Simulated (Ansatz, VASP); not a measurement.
Given: the input of a run of Ansatz 0.2.0 on C.

File input.yaml:

```yaml
crystal:
  lattice:
    - [0.0, 1.7469644787, 1.7469644787]
    - [1.7469644787, 0.0, 1.7469644787]
    - [1.7469644787, 1.7469644787, 0.0]
  atoms:
    - { symbol: C, position: [0.75, 0.75, 0.75] }
    - { symbol: C, position: [0.5, 0.5, 0.5] }
hamiltonian:
  xc: pbe
  pseudopotentials: { kind: paw }
  dispersion: d3bj
kpoints:
  mp_grid: { grid: [13, 13, 13] }
scf:
  occupations: { method: fermi_dirac, width: 0.05 }
output:
  forces: true
  stress: true
  eigenvalues: true
```

Potentials or basis: Ansatz PAW.

The run is started by

```console
$ ansatz run input.yaml --threads 2 --pin off --max-ram 5120MiB --backend cpu --events-out ev --progress --plain --runs-dir out
```

Question: Set up the same calculation for VASP 6.6.1. Potentials there: VASP PAW PBE potentials, release 64 (C).

Answer: As run (the cutoff follows the program's own potentials):

Contents of INCAR:

```
SYSTEM = C
PREC = Accurate
ENCUT = 520
EDIFF = 1E-6
ISMEAR = -1
SIGMA = 0.05
LREAL = .FALSE.
LASPH = .TRUE.
NELM = 60
ALGO = Normal
ISIF = 2
LWAVE = .FALSE.
LCHARG = .FALSE.
GGA = PE
IVDW = 12
NBANDS = 11
```

KPOINTS

```
regular mesh
0
G
  13 13 13
  0 0 0
```

The input POSCAR:

```
C
1.0
    0.0000000000      1.7469644787      1.7469644787
    1.7469644787      0.0000000000      1.7469644787
    1.7469644787      1.7469644787      0.0000000000
C
2
Direct
    0.7500000000      0.7500000000      0.7500000000
    0.5000000000      0.5000000000      0.5000000000
```

Potentials or basis: VASP PAW PBE potentials, release 64 (C).

The run is started by

```bash
$ cat potpaw_PBE.64/C/POTCAR > POTCAR
$ mpirun -np 1 vasp_std > vasp.out
```

Both were run:

|  | VASP | Ansatz | Ansatz less VASP |
| --- | --- | --- | --- |
| gap on the k mesh at the Fermi level (eV) | 4.28 | 4.29 | +0.008 |
| least direct gap on the mesh (eV) | 5.76 | 5.77 | +0.006 |
| pressure (GPa) | 27.1 | 26.1 | -0.95 |

Noted on Ansatz's run: Pulay correction over one GPa; odd divisions of the mesh miss points on the zone boundary, where band edges often lie, so the gap on the mesh can be too wide.
